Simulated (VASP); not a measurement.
A run of VASP 6.6.1:

The input INCAR:

```
SYSTEM = CaSe
ALGO = Normal
EDIFF = 1E-6
ENCUT = 520
GGA = PE
ISIF = 2
ISMEAR = 0
LASPH = .True.
LCHARG = .True.
LELF = .True.
LREAL = .False.
LVHAR = .True.
LWAVE = .False.
NBANDS = 15
NELM = 80
PREC = Accurate
SIGMA = 0.01
```

KPOINTS

```
k-points
0
Gamma
  4 4 4
  0 0 0
```

The input POSCAR:

```
CaSe
1.0
    0.0989178370      3.0664529474      3.0664529474
    3.0664529474      0.0989178370      3.0664529474
    3.0664529474      3.0664529474      0.0989178370
Ca Se
1 1
Direct
    0.0000000000      0.0000000000      0.0000000000
    0.5000000000      0.5000000000      0.5000000000
```

Potentials or basis: VASP PAW PBE potentials, release 64 (Ca_sv, Se).

The run is started by

```console
$ cat potpaw_PBE.64/Ca_sv/POTCAR potpaw_PBE.64/Se/POTCAR > POTCAR
$ mpirun -np 1 vasp_std > vasp.out
```

Hardware: 1 thread of Intel(R) Xeon(R) Platinum 8259CL CPU @ 2.50GHz (Skylake/Cascade Lake), on a shared host.

Problem. Estimate the wall time of this run.

Solution. Run time: 10 s on 1 thread of Intel(R) Xeon(R) Platinum 8259CL CPU @ 2.50GHz (Skylake/Cascade Lake), on a shared host, peak memory 0.17 GiB. Counts: scf iterations 13, k points 13.
